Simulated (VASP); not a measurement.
# Pd (Fm-3m) in VASP: further runs

The runs below take Pd through single point, with r2SCAN.

Program: VASP 6.6.1. These are calculated values, not measurements. Logs are shortened: lines on timing, memory, paths and dates and some standing lists are left out, and cuts for length are marked.

### Step 1. The cell of the first run

It takes space group Fm-3m (No. 225, cubic). Conventional cell: a = 3.914 Å, b = 3.914 Å, c = 3.914 Å, α = 90.00°, β = 90.00°, γ = 90.00°. Within 3.6 Å of Pd (site symmetry m-3m) lie 12 Pd at 2.77 Å.

### Step 2. Single point, r2SCAN, collinear spin, ferromagnetic start

POSCAR reads:

```
Pd
1.0
    0.0000000000      1.9567730079      1.9567730079
    1.9567730079      0.0000000000      1.9567730079
    1.9567730079      1.9567730079      0.0000000000
Pd
1
Direct
    0.0000000000      0.0000000000      0.0000000000
```

INCAR.step1 reads:

```
PREC = Accurate
ENCUT = 520
ISMEAR = 1
SIGMA = 0.1
LREAL = False
LASPH = True
NELM = 150
ISPIN = 2
MAGMOM = 0.436
LMAXMIX = 4
NBANDS = 15
GGA = PE
ALGO = Normal
EDIFF = 1E-4
LWAVE = True
LCHARG = False
```

INCAR.step2 reads:

```
PREC = Accurate
ENCUT = 520
EDIFF = 1E-6
ISMEAR = 1
SIGMA = 0.1
LREAL = False
LASPH = True
NELM = 150
ALGO = Normal
ISIF = 2
LWAVE = False
LCHARG = False
ISPIN = 2
MAGMOM = 0.436
LORBIT = 11
LMAXMIX = 4
METAGGA = R2SCAN
LMIXTAU = True
NBANDS = 15
ISTART = 1
```

KPOINTS reads:

```
Automatic mesh
0
Gamma
  14 14 14
```

Potentials or basis: VASP PAW PBE potentials, release 64 (Pd).

Started as:

```console
> cat potpaw_PBE.64/Pd/POTCAR > POTCAR
> cp INCAR.step1 INCAR
> mpirun -np 1 vasp_std > vasp.out
> cp INCAR.step2 INCAR
> mpirun -np 1 vasp_std > vasp.out
```

OUTCAR:

```text
PREC = Accurate
   ENCUT = 520
   EDIFF = 1E-6
   ISMEAR = 1
   LREAL = False
   LASPH = True
   NELM = 150
   ISIF = 2
   ISPIN = 2
   LORBIT = 11
   METAGGA = R2SCAN
   ISTART = 1

 ion  position               nearest neighbor table
   1  0.000  0.000  0.000-

  LATTYP: Found a face centered cubic cell.
 ALAT       =     3.9135460158

  Lattice vectors:

 A1 = (   0.0000000000,   1.9567730079,   1.9567730079)
 A2 = (   1.9567730079,   0.0000000000,   1.9567730079)
 A3 = (   1.9567730079,   1.9567730079,   0.0000000000)

Analysis of symmetry for initial positions (statically):
=====================================================================
 Subroutine PRICEL returns:
 Original cell was already a primitive cell.

 Routine SETGRP: Setting up the symmetry group for a
 face centered cubic supercell.

 Subroutine GETGRP returns: Found 48 space group operations
 (whereof 48 operations were pure point group operations)
 out of a pool of 48 trial point group operations.

The static configuration has the point symmetry O_h .

Analysis of symmetry for dynamics (positions and initial velocities):
=====================================================================
 Subroutine PRICEL returns:
 Original cell was already a primitive cell.

 Routine SETGRP: Setting up the symmetry group for a
 face centered cubic supercell.

 Subroutine GETGRP returns: Found 48 space group operations
 (whereof 48 operations were pure point group operations)
 out of a pool of 48 trial point group operations.

The dynamic configuration has the point symmetry O_h .

Analysis of structural, dynamic, and magnetic symmetry:
=====================================================================
 Subroutine PRICEL returns:
 Original cell was already a primitive cell.

 Routine SETGRP: Setting up the symmetry group for a
 face centered cubic supercell.

 Subroutine GETGRP returns: Found 48 space group operations
 (whereof 48 operations were pure point group operations)
 out of a pool of 48 trial point group operations.

The overall configuration has the point symmetry O_h .

 Subroutine INISYM returns: Found 48 space group operations
 (whereof 48 operations are pure point group operations),
 and found     1 'primitive' translations

----------------------------------------------------------------------------------------

                                     Primitive cell

  volume of cell :      14.9848

  direct lattice vectors                    reciprocal lattice vectors
     0.000000000  1.956773008  1.956773008    -0.255522740  0.255522740  0.255522740
     1.956773008  0.000000000  1.956773008     0.255522740 -0.255522740  0.255522740
     1.956773008  1.956773008  0.000000000     0.255522740  0.255522740 -0.255522740

  length of vectors
     2.767294926  2.767294926  2.767294926     0.442578368  0.442578368  0.442578368

  position of ions in fractional coordinates (direct lattice)
     0.000000000  0.000000000  0.000000000

  ion indices of the primitive-cell ions
   primitive index   ion index
                 1           1

----------------------------------------------------------------------------------------

 KPOINTS: Automatic mesh

Automatic generation of k-mesh.
 Grid dimensions read from file:
 generate k-points for:   14   14   14

 Generating k-lattice:

  Cartesian coordinates                     Fractional coordinates (reciprocal lattice)
    -0.018251624  0.018251624  0.018251624     0.071428571  0.000000000  0.000000000
     0.018251624 -0.018251624  0.018251624     0.000000000  0.071428571  0.000000000
     0.018251624  0.018251624 -0.018251624     0.000000000  0.000000000  0.071428571

  Length of vectors
     0.031612741  0.031612741  0.031612741

  Shift w.r.t. Gamma in fractional coordinates (k-lattice)
     0.000000000  0.000000000  0.000000000

 Subroutine IBZKPT returns following result:
 ===========================================

 Found    104 irreducible k-points:

 Following reciprocal coordinates:
            Coordinates               Weight
  0.000000  0.000000  0.000000      1.000000
  0.071429  0.000000  0.000000      8.000000
  0.142857  0.000000  0.000000      8.000000
  0.214286  0.000000  0.000000      8.000000
  0.285714  0.000000  0.000000      8.000000
  0.357143  0.000000  0.000000      8.000000
[... 16 lines left out ...]
  0.214286  0.142857  0.000000     24.000000
  0.285714  0.142857  0.000000     24.000000
 [... further k-points ...]
   k-points           NKPTS =    104   k-points in BZ     NKDIM =    104   number of bands    NBANDS=     15
   number of dos      NEDOS =    301   number of ions     NIONS =      1
   total plane-waves  NPLWV =  13824
   dimension x,y,z NGX =    24 NGY =   24 NGZ =   24
   dimension x,y,z NGXF=    48 NGYF=   48 NGZF=   48
   ions per type =               1
   NGX,Y,Z   is equivalent  to a cutoff of  14.42, 14.42, 14.42 a.u.
   NGXF,Y,Z  is equivalent  to a cutoff of  28.84, 28.84, 28.84 a.u.
 SYSTEM =  unknown system
   PREC   = accura    normal or accurate (medium, high low for compatibility)
   ISTART =      1    job   : 0-new  1-cont  2-samecut
   ICHARG =      0    charge: 1-file 2-atom 10-const
   ISPIN  =      2    spin polarized calculation?
   LNONCOLLINEAR =      F non collinear calculations
   LSORBIT =      F    spin-orbit coupling
   LASPH  =      T    aspherical Exc in radial PAW
   ENCUT  =  520.0 eV  38.22 Ry    6.18 a.u.   5.15  5.15  5.15*2*pi/ulx,y,z
   NELM   =    150;   NELMIN=  2; NELMDL=  0     # of ELM steps
   EDIFF  = 0.1E-05   stopping-criterion for ELM
   LREAL  =      F    real-space projection
   EDIFFG = 0.1E-04   stopping-criterion for IOM
   NSW    =      0    number of steps for IOM
   IBRION =     -1    ionic relax: 0-MD 1-quasi-New 2-CG
   NFREE  =      0    steps in history (QN), initial steepest desc. (CG)
   ISIF   =      2    stress and relaxation
   ISYM   =      2    0-nonsym 1-usesym 2-fastsym
   POTIM  = 0.5000    time-step for ionic-motion
   TEBEG  =    0.0;   TEEND  =   0.0 temperature during run
   PSTRESS=    0.0 pullay stress
   NELECT =      10.0000    total number of electrons
   NUPDOWN=      -1.0000    fix difference up-down
   EMIN   =  10.00;   EMAX   =-10.00  energy-range for DOS
   EFERMI =   0.00;   METHOD = LEGACY
   ISMEAR =     1;   SIGMA  =   0.10  broadening in eV -4-tet -1-fermi 0-gaus
   EFERMI_NEDOS =   21; number of points for ismear=-14 and -15
   IALGO  =     38    algorithm
   IMIX   =      4    mixing-type and parameters
     AMIX     =   0.40;   BMIX     =  1.00
     AMIX_MAG =   1.60;   BMIX_MAG =  1.00
  volume/ion in A,a.u.               =      14.98       101.12
  Fermi-wavevector in a.u.,A,eV,Ry     =   1.430620  2.703480 27.846696  2.046674
  Thomas-Fermi vector in A             =   2.550446
   LORBIT       =     11    0 simple, 1 ext, 2 COOP (PROOUT), +10 PAW based schemes
   METAGGA = R2SCAN    functional components
   LHFCALC =     F    Hartree Fock is set to
   AEXX    =    0.0000 exact exchange contribution
   IVDW    =     0    specifies the selected vdW correction
   LEPSILON=     F    determine dielectric tensor
   LRPA    =     F    only Hartree local field effects (RPA)
 spin polarized calculation
 Methfessel and Paxton  Order N= 1 SIGMA  =   0.10
  energy-cutoff  :      520.00
  volume of cell :       14.98
 maximum number of plane-waves:       415
 NGX is ok and might be reduce to    24
   NGX = 11   NGY = 11   NGZ = 11

 number of electron       9.9999999 magnetization       0.4865780

 Free energy of the ion-electron system (eV)
  ---------------------------------------------------
  ext. energy  EPLUGINS =         0.00000000
  ---------------------------------------------------
  free energy    TOTEN  =       -22.95833421 eV

  energy without entropy =      -22.95821417  energy(sigma->0) =      -22.95829420

 E-fermi :   9.4724     XC(G=0): -14.0176

 val. band max:        9.4655355535   @ k =   0.5000   0.2143   0.0714
 cond. band min:       9.4748293506   @ k =  -0.2857   0.3571   0.1429
 fundamental gap:      0.0092937971
 Fermi energy:         9.4724110579

 spin component 1

 k-point     1 :       0.0000    0.0000    0.0000
  band No.  band energies     occupation
      1       2.2823      1.00000
      2       6.2214      1.00000
      3       6.2214      1.00000
      4       6.2214      1.00000
      5       7.8761      1.00000
      6       7.8761      1.00000
      7      27.3505      0.00000
      8      31.2027      0.00000
      9      32.2411      0.00000
     10      32.2411      0.00000
     11      32.2411      0.00000
     12      37.7517      0.00000
     13      40.7513      0.00000
     14      40.7513      0.00000
     15      40.7513      0.00000
[... 397 lines left out ...]
 k-point    24 :       0.2857    0.1429    0.0000
  band No.  band energies     occupation
      1       4.3327      1.00000
      2       5.5223      1.00000
      3       6.5703      1.00000
      4       6.9601      1.00000
      5       8.0774      1.00000
      6       8.4304      1.00000
      7      25.2588      0.00000
      8      28.7357      0.00000
      9      29.8365      0.00000
     10      31.1532      0.00000
     11      31.8880      0.00000
     12      36.5212      0.00000
     13      38.5331      0.00000
     14      38.8886      0.00000
     15      42.0996      0.00000

 [... further k-points ...]

 spin component 2

 k-point     1 :       0.0000    0.0000    0.0000
  band No.  band energies     occupation
      1       2.2741      1.00000
      2       6.7797      1.00000
      3       6.7797      1.00000
      4       6.7797      1.00000
      5       8.2558      1.00000
      6       8.2558      1.00000
      7      27.3522      0.00000
      8      32.2595      0.00000
      9      32.2595      0.00000
     10      32.2595      0.00000
     11      32.5065      0.00000
     12      37.7328      0.00000
     13      40.9004      0.00000
     14      40.9004      0.00000
     15      40.9004      0.00000
[... 397 lines left out ...]
 k-point    24 :       0.2857    0.1429    0.0000
  band No.  band energies     occupation
      1       4.4307      1.00000
      2       5.9769      1.00000
      3       6.9993      1.00000
      4       7.4779      1.00000
      5       8.5133      1.00000
      6       8.8771      1.00000
      7      25.3807      0.00000
      8      28.7805      0.00000
      9      29.9478      0.00000
     10      31.8685      0.00000
     11      32.5583      0.00000
     12      36.7003      0.00000
     13      38.6438      0.00000
     14      39.0326      0.00000
     15      42.3100      0.00000

 [... further k-points ...]
[... 5 lines left out ...]
  --------------------------------------------------------------------------------------
  -------------------------------------------------------------------------------------
  Total        0.0577861      0.0577861      0.0577861      0.0000000      0.0000000      0.0000000
  in kB        6.1784948      6.1784948      6.1784948      0.0000000      0.0000000      0.0000000
  external PRESSURE =       6.1784948 kB  Pullay stress =       0.0000000 kB

 VOLUME and BASIS-vectors are now :
 -----------------------------------------------------------------------------
  energy-cutoff  :      520.00
  volume of cell :       14.98
      direct lattice vectors                 reciprocal lattice vectors
     0.000000000  1.956773008  1.956773008    -0.255522740  0.255522740  0.255522740
     1.956773008  0.000000000  1.956773008     0.255522740 -0.255522740  0.255522740
     1.956773008  1.956773008  0.000000000     0.255522740  0.255522740 -0.255522740

 POSITION                                       TOTAL-FORCE (eV/Angst)
 -----------------------------------------------------------------------------------
      0.00000      0.00000      0.00000         0.000000      0.000000      0.000000
 -----------------------------------------------------------------------------------
    total drift:                               -0.000000      0.000000     -0.000000

  FREE ENERGIE OF THE ION-ELECTRON SYSTEM (eV)
  ---------------------------------------------------
  free  energy   TOTEN  =       -22.9583342108 eV

  energy  without entropy=      -22.9582141731  energy(sigma->0) =      -22.95829420

 total charge

# of ion       s       p       d       tot
------------------------------------------
    1        0.509   0.449   8.489   9.447

 magnetization (x)

# of ion       s       p       d       tot
------------------------------------------
    1        0.004  -0.011   0.499   0.492
```

It took 56 s on 1 thread of Intel Xeon 6975P-C (Granite Rapids), shared host; peak memory 0.18 GiB.

What came out:

```
Free energy                                           : -22.9583 eV
Pressure                                              : 0.6 GPa
Net moment                                            : 0.49 μB per cell
Site moments                                          : Pd +0.49 μB
Valence electrons inside the program's atomic spheres : Pd 9.45
```

Caveat: the PAW data sets were made with another functional, which shifts forces and pressure a little.

### Step 3. Single point, r2SCAN, collinear spin, ferromagnetic start

POSCAR is that of step 2.

INCAR.step1 reads:

```
SYSTEM = Pd
PREC = Accurate ; ENCUT = 520
ISMEAR = 1 ; SIGMA = 0.6
LREAL = .False. ; LASPH = .True.
NELM = 150 ; ISPIN = 2
MAGMOM = 0.436 ; LMAXMIX = 4
NBANDS = 15 ; GGA = PE
ALGO = Normal ; EDIFF = 1E-4
LWAVE = .True. ; LCHARG = .False.
```

INCAR.step2 reads:

```
SYSTEM = Pd
PREC = Accurate ; ENCUT = 520
EDIFF = 1E-6 ; ISMEAR = 1
SIGMA = 0.6 ; LREAL = .False.
LASPH = .True. ; NELM = 150
ALGO = Normal ; ISIF = 2
LWAVE = .False. ; LCHARG = .False.
ISPIN = 2 ; MAGMOM = 0.436
LORBIT = 11 ; LMAXMIX = 4
METAGGA = R2SCAN ; LMIXTAU = .True.
NBANDS = 15 ; ISTART = 1
```

KPOINTS reads:

```
Automatic mesh
0
Gamma
  14 14 14
  0 0 0
```

Potentials or basis: VASP PAW PBE potentials, release 64 (Pd).

Started as:

```console
> cat potpaw_PBE.64/Pd/POTCAR > POTCAR
> cp INCAR.step1 INCAR
> mpirun -np 1 vasp_std > vasp.out
> cp INCAR.step2 INCAR
> mpirun -np 1 vasp_std > vasp.out
```

OUTCAR:

```text
SYSTEM = Pd
   PREC = Accurate
   ENCUT = 520
   EDIFF = 1E-6
   ISMEAR = 1
   LREAL = .False.
   LASPH = .True.
   NELM = 150
   ISIF = 2
   ISPIN = 2
   LORBIT = 11
   METAGGA = R2SCAN
   ISTART = 1

 ion  position               nearest neighbor table
   1  0.000  0.000  0.000-

  LATTYP: Found a face centered cubic cell.
 ALAT       =     3.9135460158

  Lattice vectors:

 A1 = (   0.0000000000,   1.9567730079,   1.9567730079)
 A2 = (   1.9567730079,   0.0000000000,   1.9567730079)
 A3 = (   1.9567730079,   1.9567730079,   0.0000000000)

Analysis of symmetry for initial positions (statically):
=====================================================================
 Subroutine PRICEL returns:
 Original cell was already a primitive cell.

 Routine SETGRP: Setting up the symmetry group for a
 face centered cubic supercell.

 Subroutine GETGRP returns: Found 48 space group operations
 (whereof 48 operations were pure point group operations)
 out of a pool of 48 trial point group operations.

The static configuration has the point symmetry O_h .

Analysis of symmetry for dynamics (positions and initial velocities):
=====================================================================
 Subroutine PRICEL returns:
 Original cell was already a primitive cell.

 Routine SETGRP: Setting up the symmetry group for a
 face centered cubic supercell.

 Subroutine GETGRP returns: Found 48 space group operations
 (whereof 48 operations were pure point group operations)
 out of a pool of 48 trial point group operations.

The dynamic configuration has the point symmetry O_h .

Analysis of structural, dynamic, and magnetic symmetry:
=====================================================================
 Subroutine PRICEL returns:
 Original cell was already a primitive cell.

 Routine SETGRP: Setting up the symmetry group for a
 face centered cubic supercell.

 Subroutine GETGRP returns: Found 48 space group operations
 (whereof 48 operations were pure point group operations)
 out of a pool of 48 trial point group operations.

The overall configuration has the point symmetry O_h .

[... 155 lines left out ...]
  band No.  band energies     occupation
      1       2.2808      1.00000
      2       6.4969      1.00000
      3       6.4969      1.00000
      4       6.4969      1.00000
      5       8.0678      1.00394
      6       8.0678      1.00394
      7      27.3615      0.00000
      8      31.8381      0.00000
      9      32.2521      0.00000
     10      32.2521      0.00000
     11      32.2521      0.00000
     12      37.7421      0.00000
     13      40.8225      0.00000
     14      40.8225      0.00000
[... 403 lines left out ...]
      4       7.2185      1.00000
      5       8.2907      1.01327
      6       8.6528      1.03546
      7      25.3202      0.00000
      8      28.7628      0.00000
      9      29.8912      0.00000
     10      31.6698      0.00000
     11      32.0506      0.00000
     12      36.6088      0.00000
     13      38.5872      0.00000
     14      38.9587      0.00000
     15      42.2077      0.00000

 [... further k-points ...]

 spin component 2

 k-point     1 :       0.0000    0.0000    0.0000
  band No.  band energies     occupation
      1       2.2804      1.00000
      2       6.5048      1.00000
      3       6.5048      1.00000
      4       6.5048      1.00000
      5       8.0736      1.00408
      6       8.0736      1.00408
      7      27.3613      0.00000
      8      31.8567      0.00000
      9      32.2523      0.00000
     10      32.2523      0.00000
     11      32.2523      0.00000
     12      37.7414      0.00000
     13      40.8245      0.00000
     14      40.8245      0.00000
[... 403 lines left out ...]
      4       7.2259      1.00000
      5       8.2970      1.01366
      6       8.6594      1.03545
      7      25.3218      0.00000
      8      28.7631      0.00000
      9      29.8927      0.00000
     10      31.6803      0.00000
     11      32.0595      0.00000
     12      36.6113      0.00000
     13      38.5887      0.00000
     14      38.9606      0.00000
     15      42.2106      0.00000

 [... further k-points ...]
[... 5 lines left out ...]
  --------------------------------------------------------------------------------------
  -------------------------------------------------------------------------------------
  Total        0.0160320      0.0160320      0.0160320      0.0000000     -0.0000000      0.0000000
  in kB        1.7141461      1.7141461      1.7141461      0.0000000     -0.0000000      0.0000000
  external PRESSURE =       1.7141461 kB  Pullay stress =       0.0000000 kB

 VOLUME and BASIS-vectors are now :
 -----------------------------------------------------------------------------
  energy-cutoff  :      520.00
  volume of cell :       14.98
      direct lattice vectors                 reciprocal lattice vectors
     0.000000000  1.956773008  1.956773008    -0.255522740  0.255522740  0.255522740
     1.956773008  0.000000000  1.956773008     0.255522740 -0.255522740  0.255522740
     1.956773008  1.956773008  0.000000000     0.255522740  0.255522740 -0.255522740

 POSITION                                       TOTAL-FORCE (eV/Angst)
 -----------------------------------------------------------------------------------
      0.00000      0.00000      0.00000         0.000000     -0.000000      0.000000
 -----------------------------------------------------------------------------------
    total drift:                               -0.000000      0.000000      0.000000

  FREE ENERGIE OF THE ION-ELECTRON SYSTEM (eV)
  ---------------------------------------------------
  free  energy   TOTEN  =       -22.9666324111 eV

  energy  without entropy=      -22.9195726899  energy(sigma->0) =      -22.95094584

 total charge

# of ion       s       p       d       tot
------------------------------------------
    1        0.508   0.447   8.494   9.449

 magnetization (x)

# of ion       s       p       d       tot
------------------------------------------
    1       -0.000  -0.000   0.007   0.007
```

Wall time 56 s (1 thread of Intel Xeon 6975P-C (Granite Rapids), shared host); peak memory 0.18 GiB.

Results:

```yaml
Free_energy: -22.9666 eV
Pressure: 0.2 GPa
Band_gap_on_the_k_mesh: zero (filled and empty bands overlap)
Net_moment: 0.01 μB per cell
Valence_electrons_inside_the_program's_atomic_spheres: Pd 9.45
```

Caveat: the PAW data sets were made with another functional, which shifts forces and pressure a little.

(Part 1 of 2 ends here.)
